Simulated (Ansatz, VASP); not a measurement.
One calculation of TlBH, two programs

```
CELL_PARAMETERS angstrom
3.75987 0.00000 0.00000
-1.87993 3.25614 0.00000
0.00000 0.00000 6.62496
ATOMIC_POSITIONS crystal
Tl 0.33333 0.66667 0.25000
Tl 0.66667 0.33333 0.75000
B 0.00000 0.00000 0.00000
B 0.00000 0.00000 0.50000
H 0.33333 0.66667 0.75000
H 0.66667 0.33333 0.25000
```

Change from the starting cell: species swapped into the PrHSe type (P6_3/mmc, No. 194).

Alike in both runs: functional PBE; k mesh 12 × 12 × 6; occupations gaussian, width 0.1 eV; no spin polarisation.

Ansatz relaxed the structure, and its values are those at the end. VASP's run is a single point on that final structure, the one shown.

|  | VASP | Ansatz |
| --- | --- | --- |
| version | VASP 6.6.1 | Ansatz 0.2.0 |
| potentials or method | VASP PAW PBE potentials, release 64 (Tl_d, B, H), cutoff 520 eV | scalar-relativistic, plane waves, PAW |
| valence electrons in the cell | 34 | 34 |

```csv
,VASP,Ansatz,Ansatz less VASP
gap on the k mesh at the Fermi level (eV),none,none,-
pressure (GPa),-0.1,0.0,+0.06
```

A gap of «none» marks a metal or a gap that the smearing closes.

Neither program's run includes spin-orbit coupling.
